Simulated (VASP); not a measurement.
# SrTiO3 (Pm-3m) in VASP: further runs

Aim: see how the results for SrTiO3 move with the level of theory and the settings. Levels: HSE06, PBE. Tasks: single point.

Everything below comes from runs of VASP 6.6.1. Logs are shortened: lines on timing, memory, paths and dates and some standing lists are left out, and cuts for length are marked.

### 1 The cell of the first run

It takes space group Pm-3m (No. 221, cubic). The conventional cell has a = 3.829 Å, b = 3.829 Å, c = 3.829 Å, α = 90.00°, β = 90.00°, γ = 90.00°. Within 3.6 Å of Sr (site symmetry m-3m) lie 12 O at 2.71 Å and 8 Ti at 3.32 Å. Within 2.5 Å of Ti (site symmetry m-3m) lie 6 O at 1.91 Å. O (site symmetry 4/mmm) has 2 Ti at 1.91 Å within 2.5 Å.

### 2 Single point, HSE06 (strain -2.0%)

The input, POSCAR:

```
SrTiO3
1.0
    3.8287144715      0.0000000000      0.0000000000
    0.0000000000      3.8287144715      0.0000000000
    0.0000000000      0.0000000000      3.8287144715
Sr Ti O
1 1 3
Direct
    0.0000000000      0.0000000000      0.0000000000
    0.5000000000      0.5000000000      0.5000000000
    0.5000000000      0.5000000000      0.0000000000
    0.5000000000      0.0000000000      0.5000000000
    0.0000000000      0.5000000000      0.5000000000
```

The input, INCAR.step1:

```
PREC = Accurate ; ENCUT = 520
EDIFF = 1E-5 ; ISMEAR = 0
SIGMA = 0.01 ; LREAL = False
LASPH = True ; NELM = 60
ALGO = Normal ; ISIF = 2
LWAVE = True ; NBANDS = 28
GGA = PE
```

The input, INCAR.step2:

```
PREC = Accurate ; ENCUT = 520
EDIFF = 1E-6 ; ISMEAR = 0
SIGMA = 0.01 ; LREAL = False
LASPH = True ; NELM = 60
ALGO = Normal ; ISIF = 2
LWAVE = False ; LCHARG = True
GGA = PE ; LHFCALC = True
HFSCREEN = 0.2079 ; PRECFOCK = Fast
LELF = True ; LVHAR = True
NBANDS = 28 ; ISTART = 1
```

The input, KPOINTS:

```
regular mesh
0
Gamma
  4 4 4
```

Potentials or basis: VASP PAW PBE potentials, release 64 (Sr_sv, Ti_sv, O).

Command:

```sh
cat potpaw_PBE.64/Sr_sv/POTCAR potpaw_PBE.64/Ti_sv/POTCAR potpaw_PBE.64/O/POTCAR > POTCAR
cp INCAR.step1 INCAR
mpirun -np 1 vasp_std > vasp.out
cp INCAR.step2 INCAR
mpirun -np 1 vasp_std > vasp.out
```

OUTCAR:

```text
PREC = Accurate
   ENCUT = 520
   EDIFF = 1E-6
   ISMEAR = 0
   LREAL = False
   LASPH = True
   NELM = 60
   ISIF = 2
   GGA = PE
   LHFCALC = True
   HFSCREEN = 0.2079
   PRECFOCK = Fast
   ISTART = 1

 ion  position               nearest neighbor table
   1  0.000  0.000  0.000-   3 2.71   4 2.71   5 2.71   4 2.71   5 2.71   3 2.71   5 2.71   5 2.71
                             3 2.71   4 2.71   4 2.71   3 2.71   2 3.32   2 3.32   2 3.32   2 3.32
   2  0.500  0.500  0.500-   3 1.91   4 1.91   5 1.91   3 1.91   4 1.91   5 1.91   1 3.32   1 3.32
                             1 3.32   1 3.32   1 3.32   1 3.32   1 3.32   1 3.32
   3  0.500  0.500  0.000-   2 1.91   2 1.91   1 2.71   1 2.71   1 2.71   1 2.71
   4  0.500  0.000  0.500-   2 1.91   2 1.91   1 2.71   1 2.71   1 2.71   1 2.71
   5  0.000  0.500  0.500-   2 1.91   2 1.91   1 2.71   1 2.71   1 2.71   1 2.71

  LATTYP: Found a simple cubic cell.
 ALAT       =     3.8287144715

  Lattice vectors:

 A1 = (   3.8287144715,   0.0000000000,   0.0000000000)
 A2 = (   0.0000000000,   3.8287144715,   0.0000000000)
 A3 = (   0.0000000000,   0.0000000000,   3.8287144715)

Analysis of symmetry for initial positions (statically):
=====================================================================
 Subroutine PRICEL returns:
 Original cell was already a primitive cell.

 Routine SETGRP: Setting up the symmetry group for a
 simple cubic supercell.

 Subroutine GETGRP returns: Found 48 space group operations
 (whereof 48 operations were pure point group operations)
 out of a pool of 48 trial point group operations.

The static configuration has the point symmetry O_h .

Analysis of symmetry for dynamics (positions and initial velocities):
=====================================================================
 Subroutine PRICEL returns:
 Original cell was already a primitive cell.

 Routine SETGRP: Setting up the symmetry group for a
 simple cubic supercell.

 Subroutine GETGRP returns: Found 48 space group operations
 (whereof 48 operations were pure point group operations)
 out of a pool of 48 trial point group operations.

The dynamic configuration has the point symmetry O_h .

 Subroutine INISYM returns: Found 48 space group operations
 (whereof 48 operations are pure point group operations),
 and found     1 'primitive' translations

----------------------------------------------------------------------------------------

                                     Primitive cell

  volume of cell :      56.1253

  direct lattice vectors                    reciprocal lattice vectors
     3.828714472  0.000000000  0.000000000     0.261184271  0.000000000  0.000000000
     0.000000000  3.828714472  0.000000000     0.000000000  0.261184271  0.000000000
     0.000000000  0.000000000  3.828714472     0.000000000  0.000000000  0.261184271

  length of vectors
     3.828714472  3.828714472  3.828714472     0.261184271  0.261184271  0.261184271

  position of ions in fractional coordinates (direct lattice)
     0.000000000  0.000000000  0.000000000
     0.500000000  0.500000000  0.500000000
     0.500000000  0.500000000  0.000000000
     0.500000000  0.000000000  0.500000000
     0.000000000  0.500000000  0.500000000

  ion indices of the primitive-cell ions
   primitive index   ion index
                 1           1
                 2           2
                 3           3
                 4           4
                 5           5

----------------------------------------------------------------------------------------

 KPOINTS: regular mesh

Automatic generation of k-mesh.
 Grid dimensions read from file:
 generate k-points for:    4    4    4

 Generating k-lattice:

  Cartesian coordinates                     Fractional coordinates (reciprocal lattice)
     0.065296068  0.000000000  0.000000000     0.250000000  0.000000000  0.000000000
     0.000000000  0.065296068  0.000000000     0.000000000  0.250000000  0.000000000
     0.000000000  0.000000000  0.065296068     0.000000000  0.000000000  0.250000000

  Length of vectors
     0.065296068  0.065296068  0.065296068

  Shift w.r.t. Gamma in fractional coordinates (k-lattice)
     0.000000000  0.000000000  0.000000000

 Subroutine IBZKPT returns following result:
 ===========================================

 Found     10 irreducible k-points:

 Following reciprocal coordinates:
            Coordinates               Weight
  0.000000  0.000000  0.000000      1.000000
  0.250000  0.000000  0.000000      6.000000
  0.500000  0.000000  0.000000      3.000000
  0.250000  0.250000  0.000000     12.000000
  0.500000  0.250000  0.000000     12.000000
  0.500000  0.500000  0.000000      3.000000
  0.250000  0.250000  0.250000      8.000000
  0.500000  0.250000  0.250000     12.000000
  0.500000  0.500000  0.250000      6.000000
  0.500000  0.500000  0.500000      1.000000
   k-points           NKPTS =     10   k-points in BZ     NKDIM =     64   number of bands    NBANDS=     28
   number of dos      NEDOS =    301   number of ions     NIONS =      5
   total plane-waves  NPLWV =  21952
   dimension x,y,z NGX =    28 NGY =   28 NGZ =   28
   dimension x,y,z NGXF=    56 NGYF=   56 NGZF=   56
   ions per type =               1   1   3
   NGX,Y,Z   is equivalent  to a cutoff of  12.16, 12.16, 12.16 a.u.
   NGXF,Y,Z  is equivalent  to a cutoff of  24.32, 24.32, 24.32 a.u.
 SYSTEM =  unknown system
   PREC   = accura    normal or accurate (medium, high low for compatibility)
   ISTART =      1    job   : 0-new  1-cont  2-samecut
   ICHARG =      0    charge: 1-file 2-atom 10-const
   ISPIN  =      1    spin polarized calculation?
   LNONCOLLINEAR =      F non collinear calculations
   LSORBIT =      F    spin-orbit coupling
   LASPH  =      T    aspherical Exc in radial PAW
   ENCUT  =  520.0 eV  38.22 Ry    6.18 a.u.   7.12  7.12  7.12*2*pi/ulx,y,z
   NELM   =     60;   NELMIN=  2; NELMDL=  0     # of ELM steps
   EDIFF  = 0.1E-05   stopping-criterion for ELM
   LREAL  =      F    real-space projection
   EDIFFG = 0.1E-04   stopping-criterion for IOM
   NSW    =      0    number of steps for IOM
   IBRION =     -1    ionic relax: 0-MD 1-quasi-New 2-CG
   NFREE  =      0    steps in history (QN), initial steepest desc. (CG)
   ISIF   =      2    stress and relaxation
   ISYM   =      3    0-nonsym 1-usesym 2-fastsym
   POTIM  = 0.5000    time-step for ionic-motion
   TEBEG  =    0.0;   TEEND  =   0.0 temperature during run
   PSTRESS=    0.0 pullay stress
   NELECT =      40.0000    total number of electrons
   NUPDOWN=      -1.0000    fix difference up-down
   EMIN   =  10.00;   EMAX   =-10.00  energy-range for DOS
   EFERMI =   0.00;   METHOD = LEGACY
   ISMEAR =     0;   SIGMA  =   0.01  broadening in eV -4-tet -1-fermi 0-gaus
   EFERMI_NEDOS =   21; number of points for ismear=-14 and -15
   IALGO  =     38    algorithm
   IMIX   =      1    mixing-type and parameters
     AMIX     =   0.40;   BMIX     =  1.00
     AMIX_MAG =   1.60;   BMIX_MAG =  1.00
  volume/ion in A,a.u.               =      11.23        75.75
  Fermi-wavevector in a.u.,A,eV,Ry     =   1.462318  2.763380 29.094347  2.138374
  Thomas-Fermi vector in A             =   2.578546
   LORBIT       =      0    0 simple, 1 ext, 2 COOP (PROOUT), +10 PAW based schemes
   GGA     = PE    functional components
   LHFCALC =     T    Hartree Fock is set to
   PRECFOCK=fast      Normal, Fast or Accurate (Low or Medium for compatibility)
   ENCUT4O =  -1.0   cutoff for four orbital integrals eV
   NKREDX  =     1    reduce k-point grid by
   NKREDY  =     1    reduce k-point grid by
   NKREDZ  =     1    reduce k-point grid by
   AEXX    =    0.2500 exact exchange contribution
   HFSCREEN=    0.2079 screening length (either q_TF or 0.3 A-1)
   HFSCREENC=   0.2079 screening length for correlation (either q_TF or 0.3 A-1)
   ENCUTFOCK=  -1.0 apply spherical cutoff to Coloumb kernel
   IVDW    =     0    specifies the selected vdW correction
   LEPSILON=     F    determine dielectric tensor
   LRPA    =     F    only Hartree local field effects (RPA)
 non-spin polarized calculation
 Gauss-broadening in eV      SIGMA  =   0.01
  energy-cutoff  :      520.00
  volume of cell :       56.13
 maximum number of plane-waves:      1528
  NGX = 16; NGY = 16; NGZ = 16

 number of electron      39.9999995 magnetization

 Free energy of the ion-electron system (eV)
  ---------------------------------------------------
  ext. energy  EPLUGINS =         0.00000000
  ---------------------------------------------------
  free energy    TOTEN  =       -48.49922175 eV

  energy without entropy =      -48.49922175  energy(sigma->0) =      -48.49922175

 E-fermi :   3.8288     XC(G=0):  -9.5015

 val. band max:        3.6325324869   @ k =   0.5000   0.5000   0.5000
 cond. band min:       7.0614321294   @ k =   0.0000   0.0000   0.0000
 fundamental gap:      3.4288996425
 Fermi energy:         3.8287576543

 k-point     1 :       0.0000    0.0000    0.0000
  band No.  band energies     occupation
      1     -56.9042      2.00000
      2     -31.5358      2.00000
      3     -31.5358      2.00000
      4     -31.5358      2.00000
      5     -30.8688      2.00000
      6     -15.7197      2.00000
[... 20 lines left out ...]
     27      10.7441      0.00000
     28      12.0532      0.00000

 k-point     2 :       0.2500    0.0000    0.0000
  band No.  band energies     occupation
      1     -56.9031      2.00000
      2     -31.6011      2.00000
      3     -31.5327      2.00000
      4     -31.5327      2.00000
      5     -30.8345      2.00000
      6     -15.7527      2.00000
[... 20 lines left out ...]
     27      11.8322      0.00000
     28      13.5219      0.00000

 k-point     3 :       0.5000    0.0000    0.0000
  band No.  band energies     occupation
      1     -56.9021      2.00000
      2     -31.6626      2.00000
      3     -31.5295      2.00000
      4     -31.5295      2.00000
      5     -30.8036      2.00000
      6     -15.8921      2.00000
[... 182 lines left out ...]
      3     -31.6260      2.00000
      4     -31.5731      2.00000
      5     -30.7920      2.00000
      6     -14.5740      2.00000
[... 20 lines left out ...]
     27      13.8143      0.00000
     28      14.6634      0.00000

 k-point    10 :       0.5000    0.5000    0.5000
  band No.  band energies     occupation
      1     -56.8978      2.00000
      2     -31.6223      2.00000
      3     -31.6223      2.00000
      4     -31.6223      2.00000
      5     -30.7786      2.00000
      6     -14.0977      2.00000
[... 20 lines left out ...]
     27      14.6623      0.00000
     28      14.6623      0.00000

------------------------ aborting loop because EDIFF is reached ----------------------------------------

  FORCE on cell =-STRESS in cart. coord.  units (eV):
  Direction    XX          YY          ZZ          XY          YZ          ZX
  --------------------------------------------------------------------------------------
  -------------------------------------------------------------------------------------
  Total        4.1512130      4.1512130      4.1512130     -0.0000000     -0.0000000      0.0000000
  in kB      118.5022675    118.5022675    118.5022675     -0.0000000     -0.0000000      0.0000000
  external PRESSURE =     118.5022675 kB  Pullay stress =       0.0000000 kB

 VOLUME and BASIS-vectors are now :
 -----------------------------------------------------------------------------
  energy-cutoff  :      520.00
  volume of cell :       56.13
      direct lattice vectors                 reciprocal lattice vectors
     3.828714472  0.000000000  0.000000000     0.261184271  0.000000000  0.000000000
     0.000000000  3.828714472  0.000000000     0.000000000  0.261184271  0.000000000
     0.000000000  0.000000000  3.828714472     0.000000000  0.000000000  0.261184271

 POSITION                                       TOTAL-FORCE (eV/Angst)
 -----------------------------------------------------------------------------------
      0.00000      0.00000      0.00000         0.000000      0.000000      0.000000
      1.91436      1.91436      1.91436         0.000000      0.000000      0.000000
      1.91436      1.91436      0.00000         0.000000      0.000000      0.000000
      1.91436      0.00000      1.91436         0.000000      0.000000      0.000000
      0.00000      1.91436      1.91436         0.000000      0.000000      0.000000
 -----------------------------------------------------------------------------------
    total drift:                                0.000001      0.000002     -0.000002

  FREE ENERGIE OF THE ION-ELECTRON SYSTEM (eV)
  ---------------------------------------------------
  free  energy   TOTEN  =       -48.4992217536 eV

  energy  without entropy=      -48.4992217536  energy(sigma->0) =      -48.49922175
```

Wall time 11 min (1 thread of Intel Xeon Platinum 8488C (Sapphire Rapids), shared host); peak memory 0.28 GiB.

Results:

```
Free energy            : -48.4992 eV
Pressure               : 11.9 GPa
Band gap on the k mesh : 3.43 eV (least direct gap 3.78 eV)
```

Levels at points of the mesh, in eV from the valence-band top:
```csv
k point,band 16,band 17,band 18,band 19,band 20,band 21,band 22,band 23,band 24,band 25
"(0.00, 0.00, 0.00)",-1.37,-1.37,-0.35,-0.35,-0.35,3.43,3.43,3.43,6.18,6.18
"(0.50, 0.00, 0.00)",-2.67,-2.67,-2.28,-0.80,-0.80,3.65,5.78,5.78,6.23,8.84
"(0.50, 0.50, 0.00)",-3.28,-1.92,-1.77,-1.77,-0.10,5.80,5.80,6.38,7.40,10.02
"(0.50, 0.50, 0.50)",-4.21,-4.21,0.00,0.00,0.00,6.67,6.67,6.67,8.90,8.90
```

Caveat: the cell differs from its parent crystal (strain -2.0%); the cell stands under pressure; the PAW data sets were made with another functional, which shifts forces and pressure a little. A k mesh can miss the band edges.

### 3 Single point, PBE (strain -4.0%)

The input, INCAR:

```
ALGO     = Normal         # electronic algorithm
EDIFF    = 1E-7           # SCF threshold, eV
ENCUT    = 520            # plane-wave cutoff, eV
GGA      = PE             # functional
ISIF     = 2              # what is computed and relaxed
ISMEAR   = -1             # smearing method
LASPH    = True           # aspherical terms in the spheres
LCHARG   = True           # write CHGCAR
LELF     = True           # ELF
LREAL    = False          # projectors in reciprocal space
LVHAR    = True         
LWAVE    = False          # write WAVECAR
NBANDS   = 28             # bands
NELM     = 80             # most SCF steps
PREC     = Accurate       # precision mode
SIGMA    = 0.02           # smearing width, eV
```

The input, KPOINTS:

```
k-points
0
Gamma
  6 6 6
```

POSCAR: that of step 2 with these lines changed.

```diff
@@ -2,5 +2,5 @@
 1.0
-    3.8287144715      0.0000000000      0.0000000000
-    0.0000000000      3.8287144715      0.0000000000
-    0.0000000000      0.0000000000      3.8287144715
+    3.7505774415      0.0000000000      0.0000000000
+    0.0000000000      3.7505774415      0.0000000000
+    0.0000000000      0.0000000000      3.7505774415
 Sr Ti O
```

Potentials or basis: VASP PAW PBE potentials, release 64 (Sr_sv, Ti_sv, O).

Command:

```sh
cat potpaw_PBE.64/Sr_sv/POTCAR potpaw_PBE.64/Ti_sv/POTCAR potpaw_PBE.64/O/POTCAR > POTCAR
mpirun -np 1 vasp_std > vasp.out
```

Wall time 51 s (1 thread of Intel Xeon 8259CL, shared host); peak memory 0.17 GiB.

The run converged. Its results:

| Property | Result |
| --- | --- |
| Free energy | -39.2861 eV |
| Pressure | 34.9 GPa |
| Band gap on the k mesh | 2.06 eV (least direct gap 2.32 eV) |

Levels at points of the mesh, in eV from the valence-band top:
| k point | band 16 | band 17 | band 18 | band 19 | band 20 | band 21 | band 22 | band 23 | band 24 | band 25 |
| --- | --- | --- | --- | --- | --- | --- | --- | --- | --- | --- |
| (0.00, 0.00, 0.00) | -1.39 | -1.39 | -0.26 | -0.26 | -0.26 | 2.06 | 2.06 | 2.06 | 5.11 | 5.11 |
| (0.50, 0.00, 0.00) | -2.66 | -2.66 | -2.39 | -0.68 | -0.68 | 2.30 | 4.44 | 4.44 | 5.26 | 7.76 |
| (0.50, 0.50, 0.00) | -3.35 | -1.68 | -1.68 | -1.59 | -0.12 | 4.45 | 4.45 | 4.94 | 6.44 | 8.51 |
| (0.50, 0.50, 0.50) | -4.06 | -4.06 | 0.00 | 0.00 | 0.00 | 5.28 | 5.28 | 5.28 | 7.44 | 7.44 |

Caveat: the cell differs from its parent crystal (strain -4.0%); the cell stands under pressure. A k mesh can miss the band edges.

### 4 Single point, PBE (strain -3.0%)

The input, INCAR:

```
ALGO = Normal
EDIFF = 1E-6
ENCUT = 520
GGA = PE
ISIF = 2
ISMEAR = -1
LASPH = True
LCHARG = False
LREAL = False
LWAVE = False
NBANDS = 28
NELM = 60
PREC = Accurate
SIGMA = 0.02
```

KPOINTS is that of step 3.

POSCAR: that of step 3 with these lines changed.

```diff
@@ -2,5 +2,5 @@
 1.0
-    3.7505774415      0.0000000000      0.0000000000
-    0.0000000000      3.7505774415      0.0000000000
-    0.0000000000      0.0000000000      3.7505774415
+    3.7896459565      0.0000000000      0.0000000000
+    0.0000000000      3.7896459565      0.0000000000
+    0.0000000000      0.0000000000      3.7896459565
 Sr Ti O
```

Command:

```sh
cat potpaw_PBE.64/Sr_sv/POTCAR potpaw_PBE.64/Ti_sv/POTCAR potpaw_PBE.64/O/POTCAR > POTCAR
mpirun -np 1 vasp_std > vasp.out
```

Wall time 51 s (1 thread of Intel Xeon 8259CL, shared host); peak memory 0.18 GiB.

The run converged. Its results:

- Free energy: -39.6026 eV
- Pressure: 25.8 GPa
- Band gap on the k mesh: 2.01 eV (least direct gap 2.30 eV)

Levels at points of the mesh, in eV from the valence-band top:
```csv
k point,band 18,band 19,band 20,band 21,band 22,band 23
"(0.00, 0.00, 0.00)",-0.29,-0.29,-0.29,2.01,2.01,2.01
"(0.50, 0.00, 0.00)",-2.28,-0.70,-0.70,2.23,4.26,4.26
"(0.50, 0.50, 0.00)",-1.65,-1.63,-0.11,4.28,4.28,4.76
"(0.50, 0.50, 0.50)",0.00,0.00,0.00,5.06,5.06,5.06
```

Caveat: the cell differs from its parent crystal (strain -3.0%); the cell stands under pressure. A k mesh can miss the band edges.

### 5 Single point, PBE (strain +3.0%)

The input, INCAR:

```
PREC = Accurate ; ENCUT = 520
EDIFF = 1E-6 ; ISMEAR = -1
SIGMA = 0.02 ; LREAL = F
LASPH = T ; NELM = 100
ALGO = Normal ; ISIF = 2
LWAVE = F ; LCHARG = F
GGA = PE ; NBANDS = 28
```

The input, KPOINTS:

```
Automatic mesh
0
Gamma
  6 6 6
```

POSCAR: that of step 4 with these lines changed.

```diff
@@ -2,5 +2,5 @@
 1.0
-    3.7896459565      0.0000000000      0.0000000000
-    0.0000000000      3.7896459565      0.0000000000
-    0.0000000000      0.0000000000      3.7896459565
+    4.0240570466      0.0000000000      0.0000000000
+    0.0000000000      4.0240570466      0.0000000000
+    0.0000000000      0.0000000000      4.0240570466
 Sr Ti O
```

Command:

```sh
cat potpaw_PBE.64/Sr_sv/POTCAR potpaw_PBE.64/Ti_sv/POTCAR potpaw_PBE.64/O/POTCAR > POTCAR
mpirun -np 1 vasp_std > vasp.out
```

Run time: 80 s. Hardware: 1 thread of Intel Xeon 8259CL, shared host; peak memory 0.19 GiB.

The run converged. Its results:

```
Free energy            : -39.9877 eV
Pressure               : -9.2 GPa
Band gap on the k mesh : 1.68 eV (least direct gap 2.08 eV)
```

Levels at points of the mesh, in eV from the valence-band top:
```
           k point  band 16  band 17  band 18  band 19  band 20  band 21  band 22  band 23  band 24  band 25
(0.00, 0.00, 0.00)    -1.03    -1.03    -0.40    -0.40    -0.40     1.68     1.68     1.68     3.69     3.69
(0.50, 0.00, 0.00)    -2.13    -2.13    -1.73    -0.73    -0.73     1.81     3.33     3.33     3.70     5.64
(0.50, 0.50, 0.00)    -2.54    -1.76    -1.47    -1.47    -0.08     3.33     3.33     3.75     4.53     7.39
(0.50, 0.50, 0.50)    -3.47    -3.47     0.00     0.00     0.00     3.91     3.91     3.91     6.59     6.59
```

Caveat: the cell differs from its parent crystal (strain +3.0%); the cell stands under tension. A k mesh can miss the band edges.

(Part 1 of 2 ends here.)
